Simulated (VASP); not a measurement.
# SnSe2 (P-3m1) in VASP: single point with PBE

Aim: the single point of SnSe2 with PBE.

Program: VASP 6.6.1. These are calculated values, not measurements. Logs are shortened: lines on timing, memory, paths and dates and some standing lists are left out, and cuts for length are marked.

### Step 1. The cell of the first run

Symmetry: P-3m1, No. 164, trigonal system. Conventional cell: a = 3.811 Å, b = 3.811 Å, c = 6.136 Å, α = 90.00°, β = 90.00°, γ = 120.00°. Within 3.5 Å of Sn (site symmetry -3m) lie 6 Se at 2.68 Å. Se (site symmetry 3m) has 3 Sn at 2.68 Å within 3.5 Å.

### Step 2. Single point, PBE

The input, INCAR:

```
PREC = Accurate ; ENCUT = 520
EDIFF = 1E-7 ; ISMEAR = 0
SIGMA = 0.01 ; LREAL = False
LASPH = True ; NELM = 100
ALGO = Normal ; ISIF = 2
LWAVE = False ; LCHARG = False
GGA = PE ; NBANDS = 20
```

The input, KPOINTS:

```
Automatic mesh
0
Gamma
  6 6 3
```

The input, POSCAR:

```
SnSe2
1.0
    3.8110000000      0.0000000000      0.0000000000
   -1.9055000000      3.3004228100      0.0000000000
    0.0000000000      0.0000000000      6.1360000000
Sn Se
1 2
Direct
    0.0000000000      0.0000000000      0.0000000000
    0.3333333333      0.6666666667      0.2490000000
    0.6666666667      0.3333333333      0.7510000000
```

Potentials or basis: VASP PAW PBE potentials, release 64 (Sn_d, Se).

Launch:

```
cat potpaw_PBE.64/Sn_d/POTCAR potpaw_PBE.64/Se/POTCAR > POTCAR
mpirun -np 1 vasp_std > vasp.out
```

OUTCAR:

```text
PREC = Accurate
   ENCUT = 520
   EDIFF = 1E-7
   ISMEAR = 0
   LREAL = False
   LASPH = True
   NELM = 100
   ISIF = 2
   GGA = PE

 ion  position               nearest neighbor table
   1  0.000  0.000  0.000-   2 2.68   3 2.68   3 2.68   2 2.68   3 2.68   2 2.68
   2  0.333  0.667  0.249-   1 2.68   1 2.68   1 2.68
   3  0.667  0.333  0.751-   1 2.68   1 2.68   1 2.68

  LATTYP: Found a hexagonal cell.
 ALAT       =     3.8110000000
 C/A-ratio  =     1.6100760955

  Lattice vectors:

 A1 = (   3.8110000000,   0.0000000000,   0.0000000000)
 A2 = (  -1.9055000000,   3.3004228100,   0.0000000000)
 A3 = (   0.0000000000,   0.0000000000,   6.1360000000)

Analysis of symmetry for initial positions (statically):
=====================================================================
 Subroutine PRICEL returns:
 Original cell was already a primitive cell.

 Routine SETGRP: Setting up the symmetry group for a
 hexagonal supercell.

 Subroutine GETGRP returns: Found 12 space group operations
 (whereof 12 operations were pure point group operations)
 out of a pool of 24 trial point group operations.

The static configuration has the point symmetry D_3d.

Analysis of symmetry for dynamics (positions and initial velocities):
=====================================================================
 Subroutine PRICEL returns:
 Original cell was already a primitive cell.

 Routine SETGRP: Setting up the symmetry group for a
 hexagonal supercell.

 Subroutine GETGRP returns: Found 12 space group operations
 (whereof 12 operations were pure point group operations)
 out of a pool of 24 trial point group operations.

The dynamic configuration has the point symmetry D_3d.

 Subroutine INISYM returns: Found 12 space group operations
 (whereof 12 operations are pure point group operations),
 and found     1 'primitive' translations

----------------------------------------------------------------------------------------

                                     Primitive cell

  volume of cell :      77.1781

  direct lattice vectors                    reciprocal lattice vectors
     3.811000000  0.000000000  0.000000000     0.262398321  0.151495741  0.000000000
    -1.905500000  3.300422810  0.000000000     0.000000000  0.302991482  0.000000000
     0.000000000  0.000000000  6.136000000     0.000000000  0.000000000  0.162972621

  length of vectors
     3.811000000  3.810999997  6.136000000     0.302991482  0.302991482  0.162972621

  position of ions in fractional coordinates (direct lattice)
     0.000000000  0.000000000  0.000000000
     0.333333333  0.666666667  0.249000000
     0.666666667  0.333333333  0.751000000

  ion indices of the primitive-cell ions
   primitive index   ion index
                 1           1
                 2           2
                 3           3

----------------------------------------------------------------------------------------

 KPOINTS: Automatic mesh

Automatic generation of k-mesh.
 Grid dimensions read from file:
 generate k-points for:    6    6    3

 Generating k-lattice:

  Cartesian coordinates                     Fractional coordinates (reciprocal lattice)
     0.043733053  0.025249290  0.000000000     0.166666667  0.000000000  0.000000000
     0.000000000  0.050498580  0.000000000     0.000000000  0.166666667  0.000000000
     0.000000000  0.000000000  0.054324207     0.000000000  0.000000000  0.333333333

  Length of vectors
     0.050498580  0.050498580  0.054324207

  Shift w.r.t. Gamma in fractional coordinates (k-lattice)
     0.000000000  0.000000000  0.000000000

 Subroutine IBZKPT returns following result:
 ===========================================

 Found     17 irreducible k-points:

 Following reciprocal coordinates:
            Coordinates               Weight
  0.000000  0.000000  0.000000      1.000000
  0.166667  0.000000  0.000000      6.000000
  0.333333  0.000000  0.000000      6.000000
  0.500000 -0.000000  0.000000      3.000000
  0.166667  0.166667  0.000000      6.000000
  0.333333  0.166667  0.000000     12.000000
[... 9 lines left out ...]
 -0.166667  0.500000  0.333333     12.000000
  0.333333  0.333333  0.333333      4.000000
   k-points           NKPTS =     17   k-points in BZ     NKDIM =     17   number of bands    NBANDS=     20
   number of dos      NEDOS =    301   number of ions     NIONS =      3
   total plane-waves  NPLWV =  37632
   dimension x,y,z NGX =    28 NGY =   28 NGZ =   48
   dimension x,y,z NGXF=    56 NGYF=   56 NGZF=   96
   ions per type =               1   2
   NGX,Y,Z   is equivalent  to a cutoff of  12.21, 12.21, 13.00 a.u.
   NGXF,Y,Z  is equivalent  to a cutoff of  24.43, 24.43, 26.01 a.u.
 SYSTEM =  unknown system
   PREC   = accura    normal or accurate (medium, high low for compatibility)
   ISTART =      0    job   : 0-new  1-cont  2-samecut
   ICHARG =      2    charge: 1-file 2-atom 10-const
   ISPIN  =      1    spin polarized calculation?
   LNONCOLLINEAR =      F non collinear calculations
   LSORBIT =      F    spin-orbit coupling
   LASPH  =      T    aspherical Exc in radial PAW
   ENCUT  =  520.0 eV  38.22 Ry    6.18 a.u.   7.09  7.09 11.41*2*pi/ulx,y,z
   NELM   =    100;   NELMIN=  2; NELMDL= -5     # of ELM steps
   EDIFF  = 0.1E-06   stopping-criterion for ELM
   LREAL  =      F    real-space projection
   EDIFFG = 0.1E-05   stopping-criterion for IOM
   NSW    =      0    number of steps for IOM
   IBRION =     -1    ionic relax: 0-MD 1-quasi-New 2-CG
   NFREE  =      0    steps in history (QN), initial steepest desc. (CG)
   ISIF   =      2    stress and relaxation
   ISYM   =      2    0-nonsym 1-usesym 2-fastsym
   POTIM  = 0.5000    time-step for ionic-motion
   TEBEG  =    0.0;   TEEND  =   0.0 temperature during run
   PSTRESS=    0.0 pullay stress
   NELECT =      26.0000    total number of electrons
   NUPDOWN=      -1.0000    fix difference up-down
   EMIN   =  10.00;   EMAX   =-10.00  energy-range for DOS
   EFERMI =   0.00;   METHOD = LEGACY
   ISMEAR =     0;   SIGMA  =   0.01  broadening in eV -4-tet -1-fermi 0-gaus
   EFERMI_NEDOS =   21; number of points for ismear=-14 and -15
   IALGO  =     38    algorithm
   IMIX   =      4    mixing-type and parameters
     AMIX     =   0.40;   BMIX     =  1.00
     AMIX_MAG =   1.60;   BMIX_MAG =  1.00
  volume/ion in A,a.u.               =      25.73       173.61
  Fermi-wavevector in a.u.,A,eV,Ry     =   1.139116  2.152617 17.654722  1.297585
  Thomas-Fermi vector in A             =   2.275820
   LORBIT       =      0    0 simple, 1 ext, 2 COOP (PROOUT), +10 PAW based schemes
   GGA     = PE    functional components
   LHFCALC =     F    Hartree Fock is set to
   AEXX    =    0.0000 exact exchange contribution
   IVDW    =     0    specifies the selected vdW correction
   LEPSILON=     F    determine dielectric tensor
   LRPA    =     F    only Hartree local field effects (RPA)
 non-spin polarized calculation
 Gauss-broadening in eV      SIGMA  =   0.01
  energy-cutoff  :      520.00
  volume of cell :       77.18
 maximum number of plane-waves:      2109
   NGX = 15   NGY = 15   NGZ = 23

 number of electron      26.0000006 magnetization

 Free energy of the ion-electron system (eV)
  ---------------------------------------------------
  ext. energy  EPLUGINS =         0.00000000
  ---------------------------------------------------
  free energy    TOTEN  =       -11.73107478 eV

  energy without entropy =      -11.73107478  energy(sigma->0) =      -11.73107478

 E-fermi :   4.3100     XC(G=0):  -9.4516

 val. band max:        4.1738671844   @ k =   0.0000   0.0000   0.0000
 cond. band min:       4.9392566842   @ k =   0.5000  -0.0000   0.3333
 fundamental gap:      0.7653894998
 Fermi energy:         4.3100227646

 k-point     1 :       0.0000    0.0000    0.0000
  band No.  band energies     occupation
      1     -17.0978      2.00000
      2     -17.0978      2.00000
      3     -17.0596      2.00000
      4     -17.0443      2.00000
      5     -17.0443      2.00000
      6      -9.8237      2.00000
[... 12 lines left out ...]
     19      13.1137      0.00000
     20      13.1137      0.00000

 k-point     2 :       0.1667    0.0000    0.0000
  band No.  band energies     occupation
      1     -17.1118      2.00000
      2     -17.0894      2.00000
      3     -17.0539      2.00000
      4     -17.0476      2.00000
      5     -17.0416      2.00000
      6      -9.5478      2.00000
[... 12 lines left out ...]
     19      12.4468      0.00000
     20      13.3794      0.00000

 k-point     3 :       0.3333    0.0000    0.0000
  band No.  band energies     occupation
      1     -17.1429      2.00000
      2     -17.0800      2.00000
      3     -17.0623      2.00000
      4     -17.0312      2.00000
      5     -17.0286      2.00000
      6      -8.8081      2.00000
[... 12 lines left out ...]
     19      13.1185      0.00000
     20      13.9751      0.00000

 k-point     4 :       0.5000   -0.0000    0.0000
  band No.  band energies     occupation
      1     -17.1590      2.00000
      2     -17.0786      2.00000
      3     -17.0670      2.00000
      4     -17.0219      2.00000
      5     -17.0187      2.00000
      6      -8.1595      2.00000
[... 12 lines left out ...]
     19      14.1853      0.00000
     20      14.8238      0.00000

 k-point     5 :       0.1667    0.1667    0.0000
  band No.  band energies     occupation
      1     -17.1282      2.00000
      2     -17.0880      2.00000
      3     -17.0540      2.00000
      4     -17.0459      2.00000
      5     -17.0290      2.00000
      6      -9.0338      2.00000
[... 12 lines left out ...]
     19      11.1860      0.00000
     20      14.3656      0.00000
[... 192 lines left out ...]
      6      -8.9244      2.00000
[... 12 lines left out ...]
     19      12.1190      0.00000
     20      13.0176      0.00000

 k-point    15 :       0.3333    0.1667    0.3333
  band No.  band energies     occupation
      1     -17.1438      2.00000
      2     -17.0913      2.00000
      3     -17.0580      2.00000
      4     -17.0322      2.00000
      5     -17.0208      2.00000
      6      -8.1603      2.00000
[... 12 lines left out ...]
     19      13.2989      0.00000
     20      13.8528      0.00000

 k-point    16 :      -0.1667    0.5000    0.3333
  band No.  band energies     occupation
      1     -17.1438      2.00000
      2     -17.0913      2.00000
      3     -17.0580      2.00000
      4     -17.0322      2.00000
      5     -17.0208      2.00000
      6      -8.1617      2.00000
[... 12 lines left out ...]
     19      12.5065      0.00000
     20      14.0132      0.00000

 k-point    17 :       0.3333    0.3333    0.3333
  band No.  band energies     occupation
      1     -17.1198      2.00000
      2     -17.1198      2.00000
      3     -17.0405      2.00000
      4     -17.0405      2.00000
      5     -17.0261      2.00000
      6      -7.6799      2.00000
[... 12 lines left out ...]
     19      13.1183      0.00000
     20      13.1183      0.00000

------------------------ aborting loop because EDIFF is reached ----------------------------------------

  FORCE on cell =-STRESS in cart. coord.  units (eV):
  Direction    XX          YY          ZZ          XY          YZ          ZX
  --------------------------------------------------------------------------------------
  -------------------------------------------------------------------------------------
  Total        2.4983548      2.4983548      3.2031484     -0.0000000      0.0000000      0.0000000
  in kB       51.8645733     51.8645732     66.4957313     -0.0000000      0.0000000      0.0000000
  external PRESSURE =      56.7416259 kB  Pullay stress =       0.0000000 kB

 VOLUME and BASIS-vectors are now :
 -----------------------------------------------------------------------------
  energy-cutoff  :      520.00
  volume of cell :       77.18
      direct lattice vectors                 reciprocal lattice vectors
     3.811000000  0.000000000  0.000000000     0.262398321  0.151495741  0.000000000
    -1.905500000  3.300422810  0.000000000     0.000000000  0.302991482  0.000000000
     0.000000000  0.000000000  6.136000000     0.000000000  0.000000000  0.162972621

 POSITION                                       TOTAL-FORCE (eV/Angst)
 -----------------------------------------------------------------------------------
      0.00000      0.00000      0.00000        -0.000000      0.000000      0.000000
     -0.00000      2.20028      1.52786         0.000000     -0.000000      0.774128
      1.90550      1.10014      4.60814        -0.000000      0.000000     -0.774128
 -----------------------------------------------------------------------------------
    total drift:                                0.000000      0.000000      0.000000

  FREE ENERGIE OF THE ION-ELECTRON SYSTEM (eV)
  ---------------------------------------------------
  free  energy   TOTEN  =       -11.7310747834 eV

  energy  without entropy=      -11.7310747834  energy(sigma->0) =      -11.73107478
```

Run time: 25 s. Hardware: 1 thread of Intel Xeon 6975P-C, shared host; peak memory 0.19 GiB.

Results:

- Free energy: -11.7311 eV
- Pressure: 5.7 GPa
- Largest force: 0.774 eV/Å
- Band gap on the k mesh: 0.77 eV, indirect (least direct gap 1.09 eV)

Forces on the atoms (eV/Å):
```
Sn   0.000  0.000  0.000
Se   0.000  0.000  0.774
Se   0.000  0.000 -0.774
```

Caveat: spin-orbit coupling is left out, which moves the levels of the heavy elements; this functional lacks dispersion, which binds the layers, so the pressure and a relaxed spacing across them are unreliable.
